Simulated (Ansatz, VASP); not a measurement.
# Two plane-wave programs on GaN

The input POSCAR:

```
GaN
1.0
    0.0000000000      2.1814686643      2.1814686643
    2.2489367673     -0.0674681030      2.2489367673
    2.2489367673      2.2489367673     -0.0674681030
Ga N
1 1
Direct
    0.0000000000      0.0000000000      0.0000000000
    0.7500000000      0.7500000000      0.7500000000
```

The input INCAR.step1:

```
SYSTEM = GaN
ALGO = Normal
EDIFF = 1E-4
ENCUT = 520
GGA = PE
ISMEAR = 0
LASPH = .TRUE.
LCHARG = .FALSE.
LREAL = .FALSE.
LWAVE = .TRUE.
NBANDS = 16
NELM = 100
PREC = Accurate
SIGMA = 0.05
```

File INCAR.step2:

```
SYSTEM = GaN
ALGO = Normal
EDIFF = 1E-6
ENCUT = 520
ISIF = 2
ISMEAR = 0
ISTART = 1
LASPH = .TRUE.
LCHARG = .TRUE.
LELF = .TRUE.
LMIXTAU = .TRUE.
LREAL = .FALSE.
LVHAR = .TRUE.
LWAVE = .FALSE.
METAGGA = R2SCAN
NBANDS = 16
NELM = 100
PREC = Accurate
SIGMA = 0.05
```

File KPOINTS:

```
k-points
0
G
  10 10 10
  0 0 0
```

Input for Ansatz:

```yaml
crystal:
  lattice:
    - [0.0, 2.1814686643, 2.1814686643]
    - [2.2489367673, -0.067468103, 2.2489367673]
    - [2.2489367673, 2.2489367673, -0.067468103]
  atoms:
    - { symbol: Ga, position: [0.0, 0.0, 0.0] }
    - { symbol: "N", position: [0.75, 0.75, 0.75] }
basis:
  ecutwfc: 500
kpoints:
  mp_grid: { grid: [10, 10, 10] }
hamiltonian:
  xc: r2scan
scf:
  occupations: { method: gaussian, width: 0.05 }
output:
  forces: true
  stress: true
  eigenvalues: true
```

Change from the starting cell: strain -0.0600 x Voigt [0, 0, 0, 1, 0, 0], atoms carried along.

Alike in both runs: task single point; functional r2SCAN; k mesh 10 × 10 × 10; occupations gaussian, width 0.05 eV; no spin polarisation.

|  | VASP | Ansatz |
| --- | --- | --- |
| version | VASP 6.6.1 | Ansatz 0.2.0 |
| potentials or method | VASP PAW PBE potentials, release 64 (Ga_d, N), cutoff 520 eV | scalar-relativistic, plane waves, PAW |
| valence electrons in the cell | 18 | 18 |

VASP gave:

| Property | Result |
| --- | --- |
| gap on the k mesh at the Fermi level (eV) | 1.97 |
| least direct gap on the mesh (eV) | 1.97 |
| pressure (GPa) | 1.9 |
| traceless stress, the component that is largest in VASP (GPa) | 12.20 |
| rms of the force components (eV/Å) | 0.308 |

Problem. What did Ansatz give for the same quantities?

Solution. gap on the k mesh at the Fermi level (eV): 1.98; least direct gap on the mesh (eV): 1.98; pressure (GPa): 1.0; traceless stress, the component that is largest in VASP (GPa): 12.08; rms of the force components (eV/Å): 0.296.

VASP's potentials were made for PBE, not for r2SCAN. Atom by atom the forces differ by 0.012 eV/Å (rms over components). With one functional, cell and mesh, what is left measures potentials, basis and numerics.
